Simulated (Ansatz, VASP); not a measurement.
Two plane-wave programs on KZnF3

The input INCAR:

```
ALGO = Normal
EDIFF = 1E-7
ENCUT = 520
GGA = PE
ISIF = 2
ISMEAR = 0
LASPH = T
LCHARG = T
LELF = T
LREAL = F
LVHAR = T
LWAVE = F
NBANDS = 29
NELM = 80
PREC = Accurate
SIGMA = 0.05
```

The input KPOINTS:

```
k-points
0
Gamma
  6 6 6
```

Contents of POSCAR:

```
KZnF3
1.0
    4.0500000000      0.0000000000      0.0000000000
    0.0000000000      4.0500000000      0.0101250000
    0.0000000000      0.0101250000      4.0500000000
K Zn F
1 1 3
Direct
    0.0000000000      0.0000000000      0.0000000000
    0.5000000000      0.5000000000      0.5000000000
    0.5000000000      0.5000000000      0.0000000000
    0.0000000000      0.5000000000      0.5000000000
    0.5000000000      0.0000000000      0.5000000000
```

Input for Ansatz:

```yaml
crystal:
  lattice:
    - [4.05, 0.0, 0.0]
    - [0.0, 4.05, 0.010125]
    - [0.0, 0.010125, 4.05]
  atoms:
    - { symbol: K, position: [0.0, 0.0, 0.0] }
    - { symbol: Zn, position: [0.5, 0.5, 0.5] }
    - { symbol: F, position: [0.5, 0.5, 0.0] }
    - { symbol: F, position: [0.0, 0.5, 0.5] }
    - { symbol: F, position: [0.5, 0.0, 0.5] }
basis:
  ecutwfc: 420
kpoints:
  mp_grid: { grid: [6, 6, 6] }
hamiltonian:
  xc: pbe
scf:
  occupations: { method: gaussian, width: 0.05 }
output:
  forces: true
  stress: true
  eigenvalues: true
```

Change from the starting cell: strain +0.0050 x Voigt [0, 0, 0, 1, 0, 0], atoms carried along.

Alike in both runs: task single point; functional PBE; k mesh 6 × 6 × 6; occupations gaussian, width 0.05 eV; no spin polarisation.

|  | VASP | Ansatz |
| --- | --- | --- |
| version | VASP 6.6.1 | Ansatz 0.2.0 |
| potentials or method | VASP PAW PBE potentials, release 64 (K_sv, Zn, F), cutoff 520 eV | scalar-relativistic, plane waves, PAW |
| valence electrons in the cell | 42 | 42 |

```csv
,VASP,Ansatz,Ansatz less VASP
gap on the k mesh at the Fermi level (eV),3.79,3.86,+0.070
least direct gap on the mesh (eV),5.64,5.68,+0.041
pressure (GPa),4.9,4.6,-0.36
"traceless stress, the component that is largest in VASP (GPa)",-0.17,-0.17,-0.001
```

The functional is the same, so the differences come from potentials, cutoffs and numerics.
